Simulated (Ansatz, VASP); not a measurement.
**SnAu: VASP beside Ansatz**

Contents of INCAR:

```
PREC = Accurate
ENCUT = 600
EDIFF = 1E-6
ISMEAR = 0
SIGMA = 0.1
LREAL = F
LASPH = T
NELM = 100
ALGO = Normal
ISIF = 3
LWAVE = F
LCHARG = F
GGA = CA
IBRION = 2
NSW = 100
EDIFFG = -0.005
```

Contents of KPOINTS:

```
Automatic mesh
0
Gamma
  12 12 8
```

Contents of POSCAR:

```
SnAu
1.0
    4.3139984447      0.0000000000      0.0000000000
   -2.1569992223      3.7360322450      0.0000000000
    0.0000000000      0.0000000000      5.5120000000
Sn Au
2 2
Direct
    0.3333333333      0.6666666667      0.2500000000
    0.6666666667      0.3333333333      0.7500000000
    0.0000000000      0.0000000000      0.0000000000
    0.0000000000      0.0000000000      0.5000000000
```

Input for Ansatz:

```yaml
crystal:
  lattice:
    - [4.3139984447, 0.0, 0.0]
    - [-2.1569992223, 3.736032245, 0.0]
    - [0.0, 0.0, 5.512]
  atoms:
    - { symbol: Sn, position: [0.3333333333, 0.6666666667, 0.25] }
    - { symbol: Sn, position: [0.6666666667, 0.3333333333, 0.75] }
    - { symbol: Au, position: [0.0, 0.0, 0.0] }
    - { symbol: Au, position: [0.0, 0.0, 0.5] }
basis:
  ecutwfc: 420
kpoints:
  mp_grid: { grid: [12, 12, 8] }
hamiltonian:
  xc: lda
scf:
  occupations: { method: gaussian, width: 0.1 }
output:
  forces: true
  stress: true
  eigenvalues: true
relax:
  adjacent_minimum: "off"
  f_tol: 0.005
  max_steps: 80
  cell: { stress_tol: 0.05 }
```

Alike in both runs: task relaxation of cell and atoms; functional LDA; k mesh 12 × 12 × 8; occupations gaussian, width 0.1 eV; no spin polarisation.

|  | VASP | Ansatz |
| --- | --- | --- |
| version | VASP 6.6.1 | Ansatz 0.2.0 |
| potentials or method | VASP PAW LDA potentials, release 64 (Sn_d, Au), cutoff 600 eV | scalar-relativistic, plane waves, PAW |
| valence electrons in the cell | 50 | 66 |

Ansatz gave:

```
gap on the k mesh at the Fermi level, each at its own relaxed structure (eV) : none
relaxed volume (Å³/atom)                                                     : 21.98
relaxed cell length with the largest relative difference (Å)                 : 5.506
```

Problem. Estimate VASP's values.

Solution. gap on the k mesh at the Fermi level, each at its own relaxed structure (eV): none; relaxed volume (Å³/atom): 22.03; relaxed cell length with the largest relative difference (Å): 5.513.

LDA's correlation is that of Perdew and Zunger in VASP and of Perdew and Wang (1992) in Ansatz. A gap of «none» marks a metal or a gap that the smearing closes. VASP's potentials hold 50 valence electrons a cell and Ansatz's 66, so a difference there can come from the potentials and not from the codes.

Spin-orbit coupling is off throughout.
